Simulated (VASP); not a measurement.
# Ba2SrRe (P-6m2) in VASP: single point with PBE

Aim: the single point of Ba2SrRe with PBE.

Program: VASP 6.6.1. These are calculated values, not measurements. Logs are shortened: lines on timing, memory, paths and dates and some standing lists are left out, and cuts for length are marked.

## 1. The cell of the first run

It takes space group P-6m2 (No. 187, hexagonal). Conventional cell: a = 4.017 Å, b = 4.017 Å, c = 12.000 Å, α = 90.00°, β = 90.00°, γ = 120.00°. Ba (site symmetry 3m) has 3 Re at 3.15 Å and 7 Ba at 4.02 to 4.26 Å within 4.3 Å. Sr (site symmetry -6m2) has 6 Sr at 4.02 Å and 6 Ba at 4.51 Å within 5.3 Å. Re (site symmetry -6m2) has 6 Ba at 3.15 Å and 6 Re at 4.02 Å within 4.1 Å.

The cell was generated, and may not be a known phase.

## 2. Single point, PBE

Contents of INCAR:

```
PREC = Accurate
ENCUT = 560
EDIFF = 1E-6
ISMEAR = 0
SIGMA = 0.1
LREAL = F
LASPH = T
NELM = 120
ALGO = Normal
ISIF = 2
LWAVE = F
LCHARG = F
GGA = PE
NBANDS = 30
GGA_COMPAT = F
```

Contents of KPOINTS:

```
Automatic mesh
0
Gamma
  6 6 2
```

Contents of POSCAR:

```
Ba2SrRe
1.0
    4.0174509325     -0.0000000027      0.0000000000
   -2.0087254639      3.4792145674      0.0000000000
    0.0000000000      0.0000000000     12.0001137137
Ba Sr Re
2 1 1
Direct
    0.3333333333      0.6666666667      0.3225258172
    0.3333333333      0.6666666667      0.6774741828
    0.0000000000      0.0000000000      0.0000000000
    0.0000000000      0.0000000000      0.5000000000
```

Potentials or basis: VASP PAW PBE potentials, release 64 (Ba_sv, Sr_sv, Re_sv_GW).

The run is started by

```bash
cat potpaw_PBE.64/Ba_sv/POTCAR potpaw_PBE.64/Sr_sv/POTCAR potpaw_PBE.64/Re_sv_GW/POTCAR > POTCAR
mpirun -np 1 vasp_std > vasp.out
```

OUTCAR:

```text
PREC = Accurate
   ENCUT = 560
   EDIFF = 1E-6
   ISMEAR = 0
   LREAL = F
   LASPH = T
   NELM = 120
   ISIF = 2
   GGA = PE

 ion  position               nearest neighbor table
   1  0.333  0.667  0.323-   4 3.15   4 3.15   4 3.15   2 4.26   3 4.51   3 4.51   3 4.51
   2  0.333  0.667  0.677-   4 3.15   4 3.15   4 3.15   1 4.26   3 4.51   3 4.51   3 4.51
   3  0.000  0.000  0.000-   1 4.51   2 4.51   1 4.51   2 4.51   1 4.51   2 4.51
   4  0.000  0.000  0.500-   1 3.15   2 3.15   1 3.15   2 3.15   1 3.15   2 3.15

  LATTYP: Found a hexagonal cell.
 ALAT       =     4.0174509325
 C/A-ratio  =     2.9869969579

  Lattice vectors:

 A1 = (   4.0174509325,  -0.0000000027,   0.0000000000)
 A2 = (  -2.0087254639,   3.4792145674,   0.0000000000)
 A3 = (   0.0000000000,   0.0000000000,  12.0001137137)

Analysis of symmetry for initial positions (statically):
=====================================================================
 Subroutine PRICEL returns:
 Original cell was already a primitive cell.

 Routine SETGRP: Setting up the symmetry group for a
 hexagonal supercell.

 Subroutine GETGRP returns: Found 12 space group operations
 (whereof 12 operations were pure point group operations)
 out of a pool of 24 trial point group operations.

The static configuration has the point symmetry D_3h.

Analysis of symmetry for dynamics (positions and initial velocities):
=====================================================================
 Subroutine PRICEL returns:
 Original cell was already a primitive cell.

 Routine SETGRP: Setting up the symmetry group for a
 hexagonal supercell.

 Subroutine GETGRP returns: Found 12 space group operations
 (whereof 12 operations were pure point group operations)
 out of a pool of 24 trial point group operations.

The dynamic configuration has the point symmetry D_3h.

 Subroutine INISYM returns: Found 12 space group operations
 (whereof 12 operations are pure point group operations),
 and found     1 'primitive' translations

----------------------------------------------------------------------------------------

                                     Primitive cell

  volume of cell :     167.7325

  direct lattice vectors                    reciprocal lattice vectors
     4.017450933 -0.000000003  0.000000000     0.248914055  0.143710596  0.000000000
    -2.008725464  3.479214567  0.000000000     0.000000000  0.287421193  0.000000000
     0.000000000  0.000000000 12.000113714     0.000000000  0.000000000  0.083332544

  length of vectors
     4.017450933  4.017450933 12.000113714     0.287421193  0.287421193  0.083332544

  position of ions in fractional coordinates (direct lattice)
     0.333333333  0.666666667  0.322525817
     0.333333333  0.666666667  0.677474183
     0.000000000  0.000000000  0.000000000
     0.000000000  0.000000000  0.500000000

  ion indices of the primitive-cell ions
   primitive index   ion index
                 1           1
                 2           2
                 3           3
                 4           4

----------------------------------------------------------------------------------------

 KPOINTS: Automatic mesh

Automatic generation of k-mesh.
 Grid dimensions read from file:
 generate k-points for:    6    6    2

 Generating k-lattice:

  Cartesian coordinates                     Fractional coordinates (reciprocal lattice)
     0.041485676  0.023951766  0.000000000     0.166666667  0.000000000  0.000000000
     0.000000000  0.047903532  0.000000000    -0.000000000  0.166666667  0.000000000
     0.000000000  0.000000000  0.041666272     0.000000000  0.000000000  0.500000000

  Length of vectors
     0.047903532  0.047903532  0.041666272

  Shift w.r.t. Gamma in fractional coordinates (k-lattice)
     0.000000000  0.000000000  0.000000000

 Subroutine IBZKPT returns following result:
 ===========================================

 Found     14 irreducible k-points:

 Following reciprocal coordinates:
            Coordinates               Weight
  0.000000  0.000000  0.000000      1.000000
  0.166667  0.000000  0.000000      6.000000
  0.333333  0.000000  0.000000      6.000000
  0.500000  0.000000  0.000000      3.000000
  0.166667  0.166667  0.000000      6.000000
  0.333333  0.166667  0.000000     12.000000
  0.333333  0.333333  0.000000      2.000000
  0.000000  0.000000  0.500000      1.000000
  0.166667  0.000000  0.500000      6.000000
  0.333333  0.000000  0.500000      6.000000
  0.500000  0.000000  0.500000      3.000000
  0.166667  0.166667  0.500000      6.000000
  0.333333  0.166667  0.500000     12.000000
  0.333333  0.333333  0.500000      2.000000
   k-points           NKPTS =     14   k-points in BZ     NKDIM =     14   number of bands    NBANDS=     30
   number of dos      NEDOS =    301   number of ions     NIONS =      4
   total plane-waves  NPLWV =  98304
   dimension x,y,z NGX =    32 NGY =   32 NGZ =   96
   dimension x,y,z NGXF=    64 NGYF=   64 NGZF=  192
   ions per type =               2   1   1
   NGX,Y,Z   is equivalent  to a cutoff of  13.24, 13.24, 13.30 a.u.
   NGXF,Y,Z  is equivalent  to a cutoff of  26.48, 26.48, 26.60 a.u.
 SYSTEM =  unknown system
   PREC   = accura    normal or accurate (medium, high low for compatibility)
   ISTART =      0    job   : 0-new  1-cont  2-samecut
   ICHARG =      2    charge: 1-file 2-atom 10-const
   ISPIN  =      1    spin polarized calculation?
   LNONCOLLINEAR =      F non collinear calculations
   LSORBIT =      F    spin-orbit coupling
   LASPH  =      T    aspherical Exc in radial PAW
   ENCUT  =  560.0 eV  41.16 Ry    6.42 a.u.   7.75  7.75 23.15*2*pi/ulx,y,z
   NELM   =    120;   NELMIN=  2; NELMDL= -5     # of ELM steps
   EDIFF  = 0.1E-05   stopping-criterion for ELM
   LREAL  =      F    real-space projection
   EDIFFG = 0.1E-04   stopping-criterion for IOM
   NSW    =      0    number of steps for IOM
   IBRION =     -1    ionic relax: 0-MD 1-quasi-New 2-CG
   NFREE  =      0    steps in history (QN), initial steepest desc. (CG)
   ISIF   =      2    stress and relaxation
   ISYM   =      2    0-nonsym 1-usesym 2-fastsym
   POTIM  = 0.5000    time-step for ionic-motion
   TEBEG  =    0.0;   TEEND  =   0.0 temperature during run
   PSTRESS=    0.0 pullay stress
   NELECT =      45.0000    total number of electrons
   NUPDOWN=      -1.0000    fix difference up-down
   EMIN   =  10.00;   EMAX   =-10.00  energy-range for DOS
   EFERMI =   0.00;   METHOD = LEGACY
   ISMEAR =     0;   SIGMA  =   0.10  broadening in eV -4-tet -1-fermi 0-gaus
   EFERMI_NEDOS =   21; number of points for ismear=-14 and -15
   IALGO  =     38    algorithm
   IMIX   =      4    mixing-type and parameters
     AMIX     =   0.40;   BMIX     =  1.00
     AMIX_MAG =   1.60;   BMIX_MAG =  1.00
  volume/ion in A,a.u.               =      41.93       282.98
  Fermi-wavevector in a.u.,A,eV,Ry     =   1.055861  1.995287 15.168343  1.114842
  Thomas-Fermi vector in A             =   2.191075
   LORBIT       =      0    0 simple, 1 ext, 2 COOP (PROOUT), +10 PAW based schemes
   GGA     = PE    functional components
   LHFCALC =     F    Hartree Fock is set to
   AEXX    =    0.0000 exact exchange contribution
   IVDW    =     0    specifies the selected vdW correction
   LEPSILON=     F    determine dielectric tensor
   LRPA    =     F    only Hartree local field effects (RPA)
 non-spin polarized calculation
 Gauss-broadening in eV      SIGMA  =   0.10
  energy-cutoff  :      560.00
  volume of cell :      167.73
 maximum number of plane-waves:      5074
 NGX is ok and might be reduce to    32
   NGX = 15   NGY = 15   NGZ = 47

 number of electron      45.0000001 magnetization

 Free energy of the ion-electron system (eV)
  ---------------------------------------------------
  ext. energy  EPLUGINS =         0.00000000
  ---------------------------------------------------
  free energy    TOTEN  =       -15.31687132 eV

  energy without entropy =      -15.28388721  energy(sigma->0) =      -15.30037926

 E-fermi :   2.8030     XC(G=0):  -8.4847

 val. band max:        2.7893463104   @ k =   0.1667   0.0000   0.5000
 cond. band min:       2.8233635811   @ k =   0.1667   0.1667   0.0000
 fundamental gap:      0.0340172707
 Fermi energy:         2.8030053941

 k-point     1 :       0.0000    0.0000    0.0000
  band No.  band energies     occupation
      1     -76.2674      2.00000
      2     -38.2075      2.00000
      3     -38.2075      2.00000
      4     -37.9362      2.00000
      5     -33.8431      2.00000
      6     -24.8687      2.00000
[... 22 lines left out ...]
     29       5.4012      0.00000
     30       5.5392      0.00000

 k-point     2 :       0.1667    0.0000    0.0000
  band No.  band energies     occupation
      1     -76.2674      2.00000
      2     -38.2107      2.00000
      3     -38.2084      2.00000
      4     -37.9357      2.00000
      5     -33.8379      2.00000
      6     -24.8409      2.00000
[... 22 lines left out ...]
     29       5.4839      0.00000
     30       5.7192      0.00000

 k-point     3 :       0.3333    0.0000    0.0000
  band No.  band energies     occupation
      1     -76.2673      2.00000
      2     -38.2170      2.00000
      3     -38.2099      2.00000
      4     -37.9344      2.00000
      5     -33.8273      2.00000
      6     -24.7846      2.00000
[... 22 lines left out ...]
     29       4.7617      0.00000
     30       6.1943      0.00000

 k-point     4 :       0.5000    0.0000    0.0000
  band No.  band energies     occupation
      1     -76.2672      2.00000
      2     -38.2202      2.00000
      3     -38.2107      2.00000
      4     -37.9338      2.00000
      5     -33.8220      2.00000
      6     -24.7560      2.00000
[... 286 lines left out ...]
     29       5.1491      0.00000
     30       5.1640      0.00000

 k-point    13 :       0.3333    0.1667    0.5000
  band No.  band energies     occupation
      1     -76.2673      2.00000
      2     -38.2187      2.00000
      3     -38.2123      2.00000
      4     -37.9338      2.00000
      5     -33.8220      2.00000
      6     -24.7560      2.00000
[... 22 lines left out ...]
     29       4.7685      0.00000
     30       5.0191      0.00000

 k-point    14 :       0.3333    0.3333    0.5000
  band No.  band energies     occupation
      1     -76.2672      2.00000
      2     -38.2172      2.00000
      3     -38.2158      2.00000
      4     -37.9334      2.00000
      5     -33.8194      2.00000
      6     -24.7417      2.00000
[... 22 lines left out ...]
     29       4.8574      0.00000
     30       4.8824      0.00000

------------------------ aborting loop because EDIFF is reached ----------------------------------------

  FORCE on cell =-STRESS in cart. coord.  units (eV):
  Direction    XX          YY          ZZ          XY          YZ          ZX
  --------------------------------------------------------------------------------------
  -------------------------------------------------------------------------------------
  Total        0.2159438      0.2159438      0.7356330      0.0000000      0.0000000      0.0000000
  in kB        2.0626914      2.0626914      7.0267523      0.0000000      0.0000000      0.0000000
  external PRESSURE =       3.7173784 kB  Pullay stress =       0.0000000 kB

 VOLUME and BASIS-vectors are now :
 -----------------------------------------------------------------------------
  energy-cutoff  :      560.00
  volume of cell :      167.73
      direct lattice vectors                 reciprocal lattice vectors
     4.017450933 -0.000000003  0.000000000     0.248914055  0.143710596  0.000000000
    -2.008725464  3.479214567  0.000000000     0.000000000  0.287421193  0.000000000
     0.000000000  0.000000000 12.000113714     0.000000000  0.000000000  0.083332544

 POSITION                                       TOTAL-FORCE (eV/Angst)
 -----------------------------------------------------------------------------------
      0.00000      2.31948      3.87035        -0.000000     -0.000000     -0.186419
      0.00000      2.31948      8.12977        -0.000000      0.000000      0.186419
      0.00000      0.00000      0.00000         0.000000      0.000000      0.000000
      0.00000      0.00000      6.00006         0.000000      0.000000      0.000000
 -----------------------------------------------------------------------------------
    total drift:                                0.000000     -0.000000     -0.000000

  FREE ENERGIE OF THE ION-ELECTRON SYSTEM (eV)
  ---------------------------------------------------
  free  energy   TOTEN  =       -15.3168713199 eV

  energy  without entropy=      -15.2838872063  energy(sigma->0) =      -15.30037926
```

It took 92 s on 1 thread of AMD EPYC 7R13 (Zen 3), shared host; peak memory 0.32 GiB.

Results:

```
Free energy            : -15.3169 eV
Pressure               : 0.4 GPa
Largest force          : 0.186 eV/Å
Band gap on the k mesh : zero (an odd number of electrons rules out a gap without spin polarisation)
```

Forces in eV/Å, atoms in the order of the input:
```
Ba   0.000  0.000 -0.186
Ba   0.000  0.000  0.186
Sr   0.000  0.000  0.000
Re   0.000  0.000  0.000
```

Stress tensor (GPa, compression positive):
```
0.21 0.00 0.00
0.00 0.21 0.00
0.00 0.00 0.70
```

Levels at points of the mesh, in eV from the Fermi level:
```csv
k point,band 18,band 19,band 20,band 21,band 22,band 23,band 24,band 25,band 26,band 27
"(0.00, 0.00, 0.00)",-2.54,-1.70,-1.41,-0.71,-0.71,-0.56,-0.56,0.59,0.85,2.46
"(0.50, 0.00, 0.00)",-1.66,-0.97,-0.80,-0.34,-0.08,0.18,0.52,0.59,0.91,0.97
"(0.00, 0.00, 0.50)",-3.05,-1.71,-0.89,-0.71,-0.71,-0.56,-0.56,-0.02,1.33,2.49
"(0.50, 0.00, 0.50)",-1.66,-1.11,-0.54,-0.34,-0.14,0.22,0.41,0.52,0.88,0.93
```

Caveat: spin-orbit coupling is left out, which moves the levels of the heavy elements.

The gap in the log of VASP goes by the Fermi energy; the results here count the filled bands.